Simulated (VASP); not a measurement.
Write the native input for VASP 6.6.1 that does the following.

```
Task                   : single point
Functional             : LDA
Potentials or basis    : VASP PAW LDA potentials, release 64 (As)
Cutoff                 : 520 eV
k mesh                 : 10 × 10 × 10
Occupations            : fermi-dirac, width 0.05 eV
Spin                   : no spin polarisation
Dipole correction      : no
Further INCAR settings : ALGO = Normal; EDIFF = 1e-07; NBANDS = 8
```

The structure of As lies in POSCAR:

```
As
1.0
    2.7567085743      0.0000000000      0.0000000000
    0.0000000000      2.7567085743      0.0000000000
    0.0000000000      0.0000000000      2.7567085743
As
1
Direct
    0.5000000000      0.5000000000      0.5000000000
```

This cell differs from its parent crystal: volume scaled by 1.06.

These files were run (other wordings do the same):

INCAR

```
ALGO = Normal ; EDIFF = 1E-7
ENCUT = 520 ; GGA = CA
ISIF = 2 ; ISMEAR = -1
LASPH = T ; LCHARG = T
LELF = T ; LREAL = F
LVHAR = T ; LWAVE = F
NBANDS = 8 ; NELM = 60
PREC = Accurate ; SIGMA = 0.05
```

KPOINTS

```
k-points
0
Gamma
  10 10 10
```

Potentials or basis: VASP PAW LDA potentials, release 64 (As).

The run is started by

```sh
$ cat potpaw_LDA.64/As/POTCAR > POTCAR
$ mpirun -np 1 vasp_std > vasp.out
```

Results of the run:

```
Pressure : -7.1 GPa
```

Wall time 5.8 s on 1 thread of Intel(R) Xeon(R) 6975P-C (Granite Rapids), on a shared host, peak memory 0.12 GiB.
